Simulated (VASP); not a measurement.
Crystal: Na2Sb.

```xyz
3
Lattice="5.4469 0.0000 0.0000 0.0000 5.4469 0.0000 0.0000 0.0000 3.3782" Properties=species:S:1:pos:R:3 pbc="T T T"
Na    2.7235    0.0000    1.6891
Na    0.0000    2.7235    1.6891
Sb    0.0000    0.0000    0.0000
```

The cell was built from a structure type or drawn by symmetry, and may not be a known phase.

```yaml
Program: VASP 6.6.1
Task: relaxation of cell and atoms
Functional: PBE
Potentials_or_basis: VASP PAW PBE potentials, release 64 (Na_pv, Sb)
Cutoff: 600 eV
k_mesh: 8 × 8 × 14
Occupations: gaussian, width 0.1 eV
Spin: no spin polarisation
```

At the start: pressure 0.3 GPa; volume 33.41 Å³/atom.

How do energy, volume and symmetry change on relaxing?

Over 6 steps the energy falls by 2.1 meV/atom and the volume is 33.78 Å³/atom (+1.1 %); space group P4/mmm (No. 123, to 0.1 Å) before and after.

The path:
```
step  energy change (eV)  largest force (eV/Å)  pressure (GPa)  volume (Å³)
   1              0.0000                0.0000            0.27       100.23
   2             -0.0039                0.0000            0.09       101.04
   3             -0.0058                0.0000           -0.17       102.32
   4             -0.0058                0.0000           -0.14       102.16
   5             -0.0063                0.0000           -0.06       101.71
   6             -0.0064                0.0000            0.01       101.35
```

Final structure:
```
Na Sb
1.0
     5.41460    0.00000    0.00000
     0.00000    5.41460    0.00000
     0.00000    0.00000    3.45690
Na Sb
2 1
Direct
  0.50000 0.00000 0.50000
  0.00000 0.50000 0.50000
  0.00000 0.00000 0.00000
```
